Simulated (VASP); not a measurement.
# Hf5C3 (Immm) in VASP: single point with PBE

Aim: the single point of Hf5C3 with PBE.

Program: VASP 6.6.1. These are calculated values, not measurements. Logs are shortened: lines on timing, memory, paths and dates and some standing lists are left out, and cuts for length are marked.

**1. The cell of the first run**

The structure is orthorhombic, space group Immm (No. 71). Conventional cell: a = 3.622 Å, b = 6.027 Å, c = 11.857 Å, α = 90.00°, β = 90.00°, γ = 90.00°. Hf (site symmetry m) has 4 C at 2.30 to 2.43 Å and 6 Hf at 2.94 to 3.04 Å within 3.1 Å. Within 3.0 Å of Hf (site symmetry mmm) lie 2 C at 2.30 Å and 8 Hf at 2.94 Å. C (site symmetry mm2) has 7 Hf at 2.30 to 2.43 Å within 3.0 Å. Within 3.0 Å of C (site symmetry mmm) lie 4 Hf at 2.30 Å.

The cell was generated, and may not be a known phase.

**2. Single point, PBE**

INCAR

```
SYSTEM = Hf5C3
PREC     = Accurate       ! precision mode
ENCUT    = 520            ! plane-wave cutoff, eV
EDIFF    = 1E-6           ! SCF threshold, eV
ISMEAR   = 0              ! smearing method
SIGMA    = 0.2            ! smearing width, eV
LREAL    = .FALSE.        ! projectors in reciprocal space
LASPH    = .TRUE.         ! aspherical terms in the spheres
NELM     = 100            ! most SCF steps
ALGO     = Normal         ! electronic algorithm
ISIF     = 2              ! what is computed and relaxed
LWAVE    = .FALSE.        ! write WAVECAR
LCHARG   = .FALSE.        ! write CHGCAR
GGA      = PE             ! functional
NBANDS   = 41             ! bands
```

KPOINTS

```
Automatic mesh
0
G
  4 4 4
  0 0 0
```

POSCAR

```
Hf5C3
1.0
   -1.8109283977      3.0135681600      5.9284864477
    1.8109283977     -3.0135681600      5.9284864477
    1.8109283977      3.0135681600     -5.9284864477
Hf C
5 3
Direct
    0.6050124510      0.3527319786      0.2522804723
    0.1004515063      0.3527319786      0.7477195277
    0.3949875490      0.6472680214      0.7477195277
    0.8995484937      0.6472680214      0.2522804723
    0.5000000000      0.0000000000      0.5000000000
    0.3060513609      0.8060513609      0.5000000000
    0.6939486391      0.1939486391      0.5000000000
    0.0000000000      0.5000000000      0.5000000000
```

Potentials or basis: VASP PAW PBE potentials, release 64 (Hf_pv, C).

Command:

```bash
cat potpaw_PBE.64/Hf_pv/POTCAR potpaw_PBE.64/C/POTCAR > POTCAR
mpirun -np 1 vasp_std > vasp.out
```

OUTCAR:

```text
SYSTEM = Hf5C3
   PREC = Accurate
   ENCUT = 520
   EDIFF = 1E-6
   ISMEAR = 0
   LREAL = .FALSE.
   LASPH = .TRUE.
   NELM = 100
   ISIF = 2
   GGA = PE

 ion  position               nearest neighbor table
   1  0.605  0.353  0.252-   8 2.30   7 2.40   6 2.43   6 2.43   5 2.94   5 2.94   2 2.99   3 3.04
                             3 3.04   2 3.04   4 3.49
   2  0.100  0.353  0.748-   8 2.30   7 2.40   6 2.43   6 2.43   5 2.94   5 2.94   1 2.99   4 3.04
                             4 3.04   1 3.04   3 3.49
   3  0.395  0.647  0.748-   8 2.30   6 2.40   7 2.43   7 2.43   5 2.94   5 2.94   4 2.99   1 3.04
                             1 3.04   4 3.04   2 3.49
   4  0.900  0.647  0.252-   8 2.30   6 2.40   7 2.43   7 2.43   5 2.94   5 2.94   3 2.99   2 3.04
                             2 3.04   3 3.04   1 3.49
   5  0.500  0.000  0.500-   6 2.30   7 2.30   1 2.94   3 2.94   3 2.94   1 2.94   4 2.94   2 2.94
                             4 2.94   2 2.94
   6  0.306  0.806  0.500-   5 2.30   4 2.40   3 2.40   2 2.43   2 2.43   1 2.43   1 2.43
   7  0.694  0.194  0.500-   5 2.30   2 2.40   1 2.40   4 2.43   4 2.43   3 2.43   3 2.43
   8  0.000  0.500  0.500-   1 2.30   3 2.30   2 2.30   4 2.30

  LATTYP: Found a body centered orthorhombic cell.
 ALAT       =     3.6218567954
 B/A-ratio  =     1.6641012222
 C/A-ratio  =     3.2737276942

  Lattice vectors:

 A1 = (  -1.8109283977,   3.0135681600,   5.9284864477)
 A2 = (   1.8109283977,  -3.0135681600,   5.9284864477)
 A3 = (   1.8109283977,   3.0135681600,  -5.9284864477)

Analysis of symmetry for initial positions (statically):
=====================================================================
 Subroutine PRICEL returns:
 Original cell was already a primitive cell.

 Routine SETGRP: Setting up the symmetry group for a
 body centered orthorhombic supercell.

 Subroutine GETGRP returns: Found  8 space group operations
 (whereof  8 operations were pure point group operations)
 out of a pool of  8 trial point group operations.

The static configuration has the point symmetry D_2h.

Analysis of symmetry for dynamics (positions and initial velocities):
=====================================================================
 Subroutine PRICEL returns:
 Original cell was already a primitive cell.

 Routine SETGRP: Setting up the symmetry group for a
 body centered orthorhombic supercell.

 Subroutine GETGRP returns: Found  8 space group operations
 (whereof  8 operations were pure point group operations)
 out of a pool of  8 trial point group operations.

The dynamic configuration has the point symmetry D_2h.

[... 111 lines left out ...]
   POTIM  = 0.5000    time-step for ionic-motion
   TEBEG  =    0.0;   TEEND  =   0.0 temperature during run
   PSTRESS=    0.0 pullay stress
   NELECT =      62.0000    total number of electrons
   NUPDOWN=      -1.0000    fix difference up-down
   EMIN   =  10.00;   EMAX   =-10.00  energy-range for DOS
   EFERMI =   0.00;   METHOD = LEGACY
   ISMEAR =     0;   SIGMA  =   0.20  broadening in eV -4-tet -1-fermi 0-gaus
   EFERMI_NEDOS =   21; number of points for ismear=-14 and -15
   IALGO  =     38    algorithm
   IMIX   =      4    mixing-type and parameters
     AMIX     =   0.40;   BMIX     =  1.00
     AMIX_MAG =   1.60;   BMIX_MAG =  1.00
  volume/ion in A,a.u.               =      16.18       109.17
  Fermi-wavevector in a.u.,A,eV,Ry     =   1.280983  2.420707 22.326036  1.640917
  Thomas-Fermi vector in A             =   2.413379
   LORBIT       =      0    0 simple, 1 ext, 2 COOP (PROOUT), +10 PAW based schemes
   GGA     = PE    functional components
   LHFCALC =     F    Hartree Fock is set to
   AEXX    =    0.0000 exact exchange contribution
   IVDW    =     0    specifies the selected vdW correction
   LEPSILON=     F    determine dielectric tensor
   LRPA    =     F    only Hartree local field effects (RPA)
 non-spin polarized calculation
 Gauss-broadening in eV      SIGMA  =   0.20
  energy-cutoff  :      520.00
  volume of cell :      129.42
 maximum number of plane-waves:      3503
 NGX is ok and might be reduce to    54
   NGX = 25   NGY = 25   NGZ = 25

 number of electron      62.0000001 magnetization

 Free energy of the ion-electron system (eV)
  ---------------------------------------------------
  ext. energy  EPLUGINS =         0.00000000
  ---------------------------------------------------
  free energy    TOTEN  =       -77.61302694 eV

  energy without entropy =      -77.49925104  energy(sigma->0) =      -77.55613899

 E-fermi :   5.0935     XC(G=0): -11.4340

 val. band max:        5.0416874355   @ k =   0.5000   0.5000   0.5000
 cond. band min:       5.1296645736   @ k =  -0.2500   0.2500   0.0000
 fundamental gap:      0.0879771381
 Fermi energy:         5.0934600369

 k-point     1 :       0.0000    0.0000    0.0000
  band No.  band energies     occupation
      1     -25.7555      2.00000
      2     -25.5289      2.00000
      3     -25.5063      2.00000
      4     -25.3811      2.00000
      5     -25.3790      2.00000
      6     -25.3362      2.00000
[... 781 lines left out ...]
     40       8.5278      0.00000
     41       8.5427      0.00000

------------------------ aborting loop because EDIFF is reached ----------------------------------------

  FORCE on cell =-STRESS in cart. coord.  units (eV):
  Direction    XX          YY          ZZ          XY          YZ          ZX
  --------------------------------------------------------------------------------------
  -------------------------------------------------------------------------------------
  Total       -0.1137371     -0.8258189     -0.3579240      0.0000000      0.0000000      0.0000000
  in kB       -1.4080775    -10.2237283     -4.4311385      0.0000000      0.0000000      0.0000000
  external PRESSURE =      -5.3543148 kB  Pullay stress =       0.0000000 kB

 VOLUME and BASIS-vectors are now :
 -----------------------------------------------------------------------------
  energy-cutoff  :      520.00
  volume of cell :      129.42
      direct lattice vectors                 reciprocal lattice vectors
    -1.810928398  3.013568160  5.928486448     0.000000000  0.165916274  0.084338558
     1.810928398 -3.013568160  5.928486448     0.276101474  0.000000000  0.084338558
     1.810928398  3.013568160 -5.928486448     0.276101474  0.165916274  0.000000000

 POSITION                                       TOTAL-FORCE (eV/Angst)
 -----------------------------------------------------------------------------------
     -0.00000      1.52053      4.18233         0.000000      0.044999      0.001797
      1.81093      1.49304     -1.74615         0.000000     -0.044999      0.001797
      1.81093      1.49304      1.74615         0.000000     -0.044999     -0.001797
      0.00000      1.52053      7.67464         0.000000      0.044999     -0.001797
      0.00000      3.01357      0.00000         0.000000      0.000000      0.000000
      1.81093      0.00000      3.62884        -0.000000     -0.000000     -0.022926
      0.00000      3.01357      2.29964         0.000000     -0.000000      0.022926
      1.81093      0.00000      0.00000         0.000000      0.000000      0.000000
 -----------------------------------------------------------------------------------
    total drift:                               -0.000000     -0.000000      0.000000

  FREE ENERGIE OF THE ION-ELECTRON SYSTEM (eV)
  ---------------------------------------------------
  free  energy   TOTEN  =       -77.6130269432 eV

  energy  without entropy=      -77.4992510427  energy(sigma->0) =      -77.55613899
```

stdout:

```text
POSCAR found type information on POSCAR HfC
 POSCAR found :  2 types and       8 ions
 scaLAPACK will be used
 LDA part: xc-table for (Slater+PW92), standard interpolation
 POSCAR, INCAR and KPOINTS ok, starting setup
 FFT: planning ... GRIDC
 FFT: planning ... GRID_SOFT
 FFT: planning ... GRID
 WAVECAR not read
 entering main loop
```

Run time: 8 min. Hardware: 1 thread of Intel Xeon 8259CL, shared host; peak memory 0.42 GiB.

What came out:

```
Free energy            : -77.6130 eV
Pressure               : -0.5 GPa
Largest force          : 0.045 eV/Å
Band gap on the k mesh : zero (bands 31 and 32 overlap by 0.96 eV)
```

Forces in eV/Å, atoms in the order of the input:
```
Hf   0.000  0.045  0.002
Hf   0.000 -0.045  0.002
Hf   0.000 -0.045 -0.002
Hf   0.000  0.045 -0.002
Hf   0.000  0.000  0.000
C    0.000  0.000 -0.023
C    0.000  0.000  0.023
C    0.000  0.000  0.000
```

Stress tensor (GPa, compression positive):
```
-0.14  0.00  0.00
 0.00 -1.02  0.00
 0.00  0.00 -0.44
```

Caveat: the k points lie up to 0.45 Å⁻¹ apart, too coarse for converged energies and pressures of a metal; spin-orbit coupling is left out, which moves the levels of the heavy elements.

The gap in the log of VASP goes by the Fermi energy; the results here count the filled bands.